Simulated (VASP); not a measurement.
# NaH (F-43m) in VASP: single point with HSE06

Aim: the single point of NaH with HSE06.

Everything below comes from runs of VASP 6.6.1. Logs are shortened: lines on timing, memory, paths and dates and some standing lists are left out, and cuts for length are marked.

## (1) The cell of the first run

The structure is cubic, space group F-43m (No. 216). The conventional cell has a = 5.194 Å, b = 5.194 Å, c = 5.194 Å, α = 90.00°, β = 90.00°, γ = 90.00°. Na (site symmetry -43m) has 4 H at 2.25 Å within 3.0 Å. H (site symmetry -43m) has 4 Na at 2.25 Å within 3.0 Å.

## (2) Single point, HSE06

Contents of POSCAR:

```
NaH
1.0
    0.0000000000      2.5969210614      2.5969210614
    2.5969210614      0.0000000000      2.5969210614
    2.5969210614      2.5969210614      0.0000000000
Na H
1 1
Direct
    0.0000000000      0.0000000000      0.0000000000
    0.2500000000      0.2500000000      0.2500000000
```

Contents of INCAR.step1:

```
SYSTEM = NaH
PREC     = Accurate       ! precision mode
ENCUT    = 520            ! plane-wave cutoff, eV
EDIFF    = 1E-5           ! SCF threshold, eV
ISMEAR   = 0              ! smearing method
SIGMA    = 0.01           ! smearing width, eV
LREAL    = .FALSE.        ! projectors in reciprocal space
LASPH    = .TRUE.         ! aspherical terms in the spheres
NELM     = 80             ! most SCF steps
ALGO     = Normal         ! electronic algorithm
ISIF     = 2              ! what is computed and relaxed
LWAVE    = .TRUE.         ! write WAVECAR
NBANDS   = 11             ! bands
GGA      = PE             ! functional
```

Contents of INCAR.step2:

```
SYSTEM = NaH
PREC     = Accurate       ! precision mode
ENCUT    = 520            ! plane-wave cutoff, eV
EDIFF    = 1E-6           ! SCF threshold, eV
ISMEAR   = 0              ! smearing method
SIGMA    = 0.01           ! smearing width, eV
LREAL    = .FALSE.        ! projectors in reciprocal space
LASPH    = .TRUE.         ! aspherical terms in the spheres
NELM     = 80             ! most SCF steps
ALGO     = Normal         ! electronic algorithm
ISIF     = 2              ! what is computed and relaxed
LWAVE    = .FALSE.        ! write WAVECAR
LCHARG   = .TRUE.         ! write CHGCAR
GGA      = PE             ! functional
LHFCALC  = .TRUE.         ! exact exchange
HFSCREEN = 0.2079         ! screening, 1/A
PRECFOCK = Normal       
LELF     = .TRUE.         ! ELF
LVHAR    = .TRUE.       
NBANDS   = 11             ! bands
ISTART   = 1
```

Contents of KPOINTS:

```
regular mesh
0
G
  6 6 6
  0 0 0
```

Potentials or basis: VASP PAW PBE potentials, release 64 (Na_pv, H).

Launch:

```bash
> cat potpaw_PBE.64/Na_pv/POTCAR potpaw_PBE.64/H/POTCAR > POTCAR
> cp INCAR.step1 INCAR
> mpirun -np 1 vasp_std > vasp.out
> cp INCAR.step2 INCAR
> mpirun -np 1 vasp_std > vasp.out
```

OUTCAR:

```text
SYSTEM = NaH
   PREC = Accurate
   ENCUT = 520
   EDIFF = 1E-6
   ISMEAR = 0
   LREAL = .FALSE.
   LASPH = .TRUE.
   NELM = 80
   ISIF = 2
   GGA = PE
   LHFCALC = .TRUE.
   HFSCREEN = 0.2079
   PRECFOCK = Normal
   ISTART = 1

 ion  position               nearest neighbor table
   1  0.000  0.000  0.000-
   2  0.250  0.250  0.250-

  LATTYP: Found a face centered cubic cell.
 ALAT       =     5.1938421228

  Lattice vectors:

 A1 = (   0.0000000000,   2.5969210614,   2.5969210614)
 A2 = (   2.5969210614,   0.0000000000,   2.5969210614)
 A3 = (   2.5969210614,   2.5969210614,   0.0000000000)

Analysis of symmetry for initial positions (statically):
=====================================================================
 Subroutine PRICEL returns:
 Original cell was already a primitive cell.

 Routine SETGRP: Setting up the symmetry group for a
 face centered cubic supercell.

 Subroutine GETGRP returns: Found 24 space group operations
 (whereof 24 operations were pure point group operations)
 out of a pool of 48 trial point group operations.

The static configuration has the point symmetry T_d .

Analysis of symmetry for dynamics (positions and initial velocities):
=====================================================================
 Subroutine PRICEL returns:
 Original cell was already a primitive cell.

 Routine SETGRP: Setting up the symmetry group for a
 face centered cubic supercell.

 Subroutine GETGRP returns: Found 24 space group operations
 (whereof 24 operations were pure point group operations)
 out of a pool of 48 trial point group operations.

The dynamic configuration has the point symmetry T_d .

 Subroutine INISYM returns: Found 24 space group operations
 (whereof 24 operations are pure point group operations),
 and found     1 'primitive' translations

----------------------------------------------------------------------------------------

                                     Primitive cell

  volume of cell :      35.0273

  direct lattice vectors                    reciprocal lattice vectors
     0.000000000  2.596921061  2.596921061    -0.192535694  0.192535694  0.192535694
     2.596921061  0.000000000  2.596921061     0.192535694 -0.192535694  0.192535694
     2.596921061  2.596921061  0.000000000     0.192535694  0.192535694 -0.192535694

  length of vectors
     3.672600985  3.672600985  3.672600985     0.333481605  0.333481605  0.333481605

[... 87 lines left out ...]
   EFERMI_NEDOS =   21; number of points for ismear=-14 and -15
   IALGO  =     38    algorithm
   IMIX   =      1    mixing-type and parameters
     AMIX     =   0.40;   BMIX     =  1.00
     AMIX_MAG =   1.60;   BMIX_MAG =  1.00
  volume/ion in A,a.u.               =      17.51       118.19
  Fermi-wavevector in a.u.,A,eV,Ry     =   1.000697  1.891044 13.624808  1.001395
  Thomas-Fermi vector in A             =   2.133071
   LORBIT       =      0    0 simple, 1 ext, 2 COOP (PROOUT), +10 PAW based schemes
   GGA     = PE    functional components
   LHFCALC =     T    Hartree Fock is set to
   PRECFOCK=normal    Normal, Fast or Accurate (Low or Medium for compatibility)
   ENCUT4O =  -1.0   cutoff for four orbital integrals eV
   NKREDX  =     1    reduce k-point grid by
   NKREDY  =     1    reduce k-point grid by
   NKREDZ  =     1    reduce k-point grid by
   AEXX    =    0.2500 exact exchange contribution
   HFSCREEN=    0.2079 screening length (either q_TF or 0.3 A-1)
   HFSCREENC=   0.2079 screening length for correlation (either q_TF or 0.3 A-1)
   ENCUTFOCK=  -1.0 apply spherical cutoff to Coloumb kernel
   IVDW    =     0    specifies the selected vdW correction
   LEPSILON=     F    determine dielectric tensor
   LRPA    =     F    only Hartree local field effects (RPA)
 non-spin polarized calculation
 Gauss-broadening in eV      SIGMA  =   0.01
  energy-cutoff  :      520.00
  volume of cell :       35.03
 maximum number of plane-waves:       960
  NGX = 24; NGY = 24; NGZ = 24

 number of electron       8.0000009 magnetization

 Free energy of the ion-electron system (eV)
  ---------------------------------------------------
  ext. energy  EPLUGINS =         0.00000000
  ---------------------------------------------------
  free energy    TOTEN  =        -5.65396849 eV

  energy without entropy =       -5.65396849  energy(sigma->0) =       -5.65396849

 E-fermi :  -2.6057     XC(G=0):  -5.7983

 val. band max:       -2.6604386908   @ k =  -0.3333   0.5000   0.1667
 cond. band min:       1.9718639088   @ k =   0.5000   0.0000   0.0000
 fundamental gap:      4.6323025996
 Fermi energy:        -2.6056979396

 k-point     1 :       0.0000    0.0000    0.0000
  band No.  band energies     occupation
      1     -26.8963      2.00000
      2     -26.8963      2.00000
      3     -26.8963      2.00000
      4      -5.7031      2.00000
      5       6.8933      0.00000
      6      12.0883      0.00000
      7      12.0883      0.00000
      8      12.0884      0.00000
      9      14.7613      0.00000
     10      14.7613      0.00000
     11      14.7613      0.00000
[... 197 lines left out ...]
 k-point    16 :      -0.3333    0.5000    0.1667
  band No.  band energies     occupation
      1     -26.9329      2.00000
      2     -26.9176      2.00000
      3     -26.9112      2.00000
      4      -2.6604      2.00000
      5       3.9981      0.00000
      6       4.7875      0.00000
      7       6.4678      0.00000
      8      11.1002      0.00000
      9      14.0394      0.00000
     10      16.0705      0.00000
     11      18.8916      0.00000

------------------------ aborting loop because EDIFF is reached ----------------------------------------

  FORCE on cell =-STRESS in cart. coord.  units (eV):
  Direction    XX          YY          ZZ          XY          YZ          ZX
  --------------------------------------------------------------------------------------
  -------------------------------------------------------------------------------------
  Total        0.0111787      0.0111787      0.0111787      0.0000000      0.0000000      0.0000000
  in kB        0.5113232      0.5113232      0.5113232      0.0000000      0.0000000      0.0000000
  external PRESSURE =       0.5113232 kB  Pullay stress =       0.0000000 kB

 VOLUME and BASIS-vectors are now :
 -----------------------------------------------------------------------------
  energy-cutoff  :      520.00
  volume of cell :       35.03
      direct lattice vectors                 reciprocal lattice vectors
     0.000000000  2.596921061  2.596921061    -0.192535694  0.192535694  0.192535694
     2.596921061  0.000000000  2.596921061     0.192535694 -0.192535694  0.192535694
     2.596921061  2.596921061  0.000000000     0.192535694  0.192535694 -0.192535694

 POSITION                                       TOTAL-FORCE (eV/Angst)
 -----------------------------------------------------------------------------------
      0.00000      0.00000      0.00000         0.000000      0.000000      0.000000
      1.29846      1.29846      1.29846        -0.000000     -0.000000     -0.000000
 -----------------------------------------------------------------------------------
    total drift:                                0.000003     -0.000001      0.000001

  FREE ENERGIE OF THE ION-ELECTRON SYSTEM (eV)
  ---------------------------------------------------
  free  energy   TOTEN  =        -5.6539684945 eV

  energy  without entropy=       -5.6539684945  energy(sigma->0) =       -5.65396849
```

OUTCAR.step1:

```text
SYSTEM = NaH
   PREC = Accurate
   ENCUT = 520
   EDIFF = 1E-5
   ISMEAR = 0
   LREAL = .FALSE.
   LASPH = .TRUE.
[... 434 lines left out ...]
      0.00000      0.00000      0.00000        -0.000000     -0.000000      0.000000
      1.29846      1.29846      1.29846         0.000000      0.000000     -0.000000
 -----------------------------------------------------------------------------------
    total drift:                                0.000001      0.000001      0.000001

  FREE ENERGIE OF THE ION-ELECTRON SYSTEM (eV)
  ---------------------------------------------------
  free  energy   TOTEN  =        -4.9899366314 eV

  energy  without entropy=       -4.9899366314  energy(sigma->0) =       -4.98993663
```

OSZICAR.step1:

```text
N       E                     dE             d eps       ncg     rms          rms(c)
DAV:   1     0.385856969303E+02    0.38586E+02   -0.44830E+03   355   0.704E+02
DAV:   2    -0.368941407890E+01   -0.42275E+02   -0.41666E+02   361   0.198E+02
DAV:   3    -0.552371336165E+01   -0.18343E+01   -0.18318E+01   455   0.387E+01
DAV:   4    -0.553624133149E+01   -0.12528E-01   -0.12526E-01   409   0.323E+00
DAV:   5    -0.553636268390E+01   -0.12135E-03   -0.12135E-03   397   0.337E-01    0.354E+00
DAV:   6    -0.508507114573E+01    0.45129E+00   -0.48760E-01   473   0.260E+00    0.158E+00
DAV:   7    -0.497796554730E+01    0.10711E+00   -0.44599E-01   402   0.209E+00    0.413E-01
DAV:   8    -0.498974032601E+01   -0.11775E-01   -0.22402E-02   361   0.101E+00    0.990E-02
DAV:   9    -0.498991271841E+01   -0.17239E-03   -0.23321E-03   408   0.370E-01    0.227E-02
DAV:  10    -0.498991081043E+01    0.19080E-05   -0.10122E-04   397   0.845E-02    0.750E-03
DAV:  11    -0.498993770779E+01   -0.26897E-04   -0.45473E-05   394   0.262E-02    0.831E-03
DAV:  12    -0.498993663136E+01    0.10764E-05   -0.45362E-06   368   0.802E-03
   1 F= -.49899366E+01 E0= -.49899366E+01  d E =-.108601E-23
```

Run time: 16 min. Hardware: 1 thread of Intel Xeon 8259CL, shared host; peak memory 0.26 GiB.

Results:

- Free energy: -5.6540 eV
- Pressure: 0.1 GPa
- Band gap on the k mesh: 4.63 eV (least direct gap 5.37 eV)

Caveat: the PAW data sets were made with another functional, which shifts forces and pressure a little.
